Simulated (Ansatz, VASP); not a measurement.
# Sc2Mo in VASP and in Ansatz

Contents of INCAR:

```
SYSTEM = Sc2Mo
PREC = Accurate
ENCUT = 520
EDIFF = 1E-6
ISMEAR = 0
SIGMA = 0.1
LREAL = .FALSE.
LASPH = .TRUE.
NELM = 60
ALGO = Normal
ISIF = 2
LWAVE = .FALSE.
LCHARG = .FALSE.
GGA = PE
NBANDS = 25
```

File KPOINTS:

```
Automatic mesh
0
G
  6 6 6
  0 0 0
```

POSCAR

```
Sc2Mo
1.0
    4.4528879900      0.0000000000      0.0000000000
   -2.2264439900      3.8563141200      0.0000000000
    0.0000000000      0.0000000000      3.1538962700
Sc Mo
2 1
Direct
    0.6666666700      0.3333333300      0.5000000000
    0.3333333300      0.6666666700      0.5000000000
    0.0000000000      0.0000000000      0.0000000000
```

Input for Ansatz:

```yaml
crystal:
  lattice:
    - [4.45288799, 0.0, 0.0]
    - [-2.22644399, 3.85631412, 0.0]
    - [0.0, 0.0, 3.15389627]
  atoms:
    - { symbol: Sc, position: [0.66666667, 0.33333333, 0.5] }
    - { symbol: Sc, position: [0.33333333, 0.66666667, 0.5] }
    - { symbol: Mo, position: [0.0, 0.0, 0.0] }
basis:
  ecutwfc: 420
kpoints:
  mp_grid: { grid: [6, 6, 6] }
hamiltonian:
  xc: pbe
scf:
  occupations: { method: gaussian, width: 0.1 }
  lower_state_search: "off"
output:
  forces: true
  stress: true
  eigenvalues: true
```

Change from the starting cell: species swapped into the HoCd2 type (P6/mmm, No. 191).

Alike in both runs: task single point; functional PBE; k mesh 6 × 6 × 6; occupations gaussian, width 0.1 eV; no spin polarisation.

```csv
,VASP,Ansatz
version,VASP 6.6.1,Ansatz 0.2.0
potentials or method,"VASP PAW PBE potentials, release 64 (Sc_sv, Mo_sv), cutoff 520 eV","scalar-relativistic, plane waves, PAW"
valence electrons in the cell,36,36
```

```tsv
	VASP	Ansatz	Ansatz less VASP
gap on the k mesh at the Fermi level (eV)	none	none	-
pressure (GPa)	8.7	8.3	-0.31
traceless stress, the component that is largest in VASP (GPa)	-17.75	-17.66	+0.091
```

A gap of «none» marks a metal or a gap that the smearing closes.
